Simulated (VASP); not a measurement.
Set up this calculation in VASP 6.6.1, as the native input.

- Task: single point
- Functional: PBEsol
- Potentials or basis: VASP PAW PBE potentials, release 64 (Cd)
- Cutoff: 520 eV
- k mesh: 14 × 14 × 4
- Occupations: gaussian, width 0.1 eV
- Spin: no spin polarisation
- Dipole correction: no
- Further INCAR settings: ALGO = Normal; EDIFF = 1e-06; NBANDS = 32

The structure of Cd lies in POSCAR:

```
Cd
1.0
    2.9815316184     -0.0205070384      0.0060005512
   -1.5085254254      2.6391053110     -0.0160454236
    0.0202356297     -0.0507976890     10.1854060267
Cd
4
Direct
    0.0547379055      0.0476989530      0.0084998788
    0.3940638037      0.6636427871      0.2403189966
   -0.1305934091     -0.0316089094      0.5123989322
    0.6817916999      0.3202671693      0.7387821924
```

This cell differs from its parent crystal: atoms moved at random and the cell strained at random.

One way to write it, as run:

INCAR

```
SYSTEM = Cd
ALGO = Normal
EDIFF = 1E-6
ENCUT = 520
GGA = PS
ISIF = 2
ISMEAR = 0
LASPH = .TRUE.
LCHARG = .FALSE.
LREAL = .FALSE.
LWAVE = .FALSE.
NBANDS = 32
NELM = 100
PREC = Accurate
SIGMA = 0.1
```

KPOINTS

```
k-points
0
G
  14 14 4
  0 0 0
```

Potentials or basis: VASP PAW PBE potentials, release 64 (Cd).

Run with:

```bash
$ cat potpaw_PBE.64/Cd/POTCAR > POTCAR
$ mpirun -np 1 vasp_std > vasp.out
```

It gave:

| Quantity | Value |
| --- | --- |
| Pressure | 5.5 GPa |
| Largest force | 1.225 eV/Å |
| Band gap on the k mesh | zero (bands 24 and 25 overlap by 3.08 eV) |

Caveat: the cell differs from its parent crystal (atoms moved at random and the cell strained at random); the cell stands under pressure; the PAW data sets were made with another functional, which shifts forces and pressure a little.

Wall time 7.9 min on 1 thread of Intel(R) Xeon(R) Platinum 8488C (Sapphire Rapids) (shared host), peak memory 0.75 GiB.
